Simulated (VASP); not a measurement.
Input of a VASP 6.6.1 run:

INCAR

```
PREC = Accurate
ENCUT = 600
EDIFF = 1E-6
ISMEAR = 0
SIGMA = 0.1
LREAL = F
LASPH = T
NELM = 100
ALGO = Normal
ISIF = 3
LWAVE = F
LCHARG = F
GGA = PE
IBRION = 2
NSW = 90
EDIFFG = -0.04
```

Contents of KPOINTS:

```
Automatic mesh
0
Gamma
  6 6 6
```

Contents of POSCAR:

```
Ti4B
1.0
   -3.0309798800      3.0309798800      2.1553345400
    3.0309798800     -3.0309798800      2.1553345400
    3.0309798800      3.0309798800     -2.1553345400
Ti B
4 1
Direct
    0.0000000000      0.6908714700      0.6908714700
    0.0000000000      0.3091285300      0.3091285300
    0.6908714700      0.0000000000      0.6908714700
    0.3091285300      0.0000000000      0.3091285300
    0.0000000000      0.0000000000      0.0000000000
```

Potentials or basis: VASP PAW PBE potentials, release 64 (Ti_sv, B).

Launch:

```sh
$ cat potpaw_PBE.64/Ti_sv/POTCAR potpaw_PBE.64/B/POTCAR > POTCAR
$ mpirun -np 1 vasp_std > vasp.out
```

Problem. Estimate the relaxed volume.

Solution. 17.13 Å³/atom.

Problem. Predict the space group after relaxing (to 0.1 Å).

Solution. I4/mmm (No. 139).

Problem. What does it give for the band gap on the k mesh?

Solution. Zero (an odd number of electrons rules out a gap without spin polarisation).

Step by step:
| step | energy change (eV) | largest force (eV/Å) | pressure (GPa) | volume (Å³) |
| --- | --- | --- | --- | --- |
| 1 | 0.0000 | 1.7749 | 34.21 | 79.20 |
| 2 | -1.6971 | 1.2531 | -9.09 | 123.98 |
| 3 | -2.4918 | 1.1371 | 0.84 | 103.16 |
| 4 | -2.4913 | 1.1547 | 0.50 | 103.68 |
| 5 | -2.7010 | 0.7178 | -1.46 | 106.10 |
| 6 | -2.8217 | 0.1055 | -3.78 | 109.34 |
| 7 | -2.9999 | 0.1373 | -2.53 | 106.01 |
| 8 | -3.4319 | 0.9877 | 2.50 | 95.87 |
| 9 | -2.6347 | 5.2052 | 29.22 | 74.94 |
| 10 | -3.5046 | 1.2698 | 4.23 | 93.39 |
| 11 | -3.6176 | 2.1701 | 9.56 | 87.30 |
| 12 | -3.5911 | 1.7516 | 7.15 | 89.79 |
| 13 | -3.6352 | 1.8075 | 7.35 | 89.34 |
| 14 | -3.7631 | 2.0080 | 8.00 | 87.97 |
| 15 | -3.9495 | 2.5437 | 9.94 | 85.09 |
| 16 | -3.7918 | 3.7666 | 17.51 | 78.77 |
| 17 | -3.9752 | 2.8912 | 11.39 | 83.56 |
| 18 | -4.1861 | 2.6903 | 9.81 | 83.86 |
| 19 | -4.6771 | 2.0136 | 5.59 | 84.64 |
| 20 | -4.9417 | 0.9465 | 0.28 | 85.57 |
| 21 | -4.9587 | 1.1504 | 0.96 | 85.47 |
| 22 | -4.9963 | 1.0842 | 0.78 | 85.56 |
| 23 | -5.0875 | 0.8272 | 0.23 | 85.84 |
| 24 | -5.1535 | 0.2057 | -0.30 | 86.33 |
| 25 | -5.1539 | 0.2563 | -0.30 | 86.29 |
| 26 | -5.1664 | 0.1797 | -0.33 | 86.12 |
| 27 | -5.1808 | 0.0083 | -0.33 | 85.69 |
| 28 | -5.1808 | 0.0197 | -0.34 | 85.66 |

Caveat: a cell axis changed by over 15 % at a fixed basis, so the end point is rough.
